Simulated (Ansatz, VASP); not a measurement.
## As in VASP and in Ansatz

```
As
1.0
     3.30466    0.00000    0.00000
    -1.65233    2.86192    0.00000
     0.00000    0.00000    5.20941
As
3
Direct
  0.66667 0.33333 0.72496
  0.66667 0.33333 0.27504
  0.00000 0.00000 0.00000
```

Alike in both runs: task single point; functional PBE; k mesh 6 × 6 × 4; occupations gaussian, width 0.1 eV; no spin polarisation.

```csv
,VASP,Ansatz
version,VASP 6.6.1,Ansatz 0.2.0
potentials or method,"VASP PAW PBE potentials, release 64 (As), cutoff 520 eV","scalar-relativistic, plane waves, PAW"
valence electrons in the cell,15,45
```

VASP gave:

```
gap on the k mesh at the Fermi level (eV) : none
rms of the force components (eV/Å)        : 1.727
```

Which values does Ansatz return?

gap on the k mesh at the Fermi level (eV): none; rms of the force components (eV/Å): 1.686.

Atom by atom the forces differ by 0.041 eV/Å (rms over components). A gap of «none» marks a metal or a gap that the smearing closes. VASP's potentials hold 15 valence electrons a cell and Ansatz's 45, so a difference there can come from the potentials and not from the codes.

The k mesh is coarse, so the values compare programs but aren't converged.
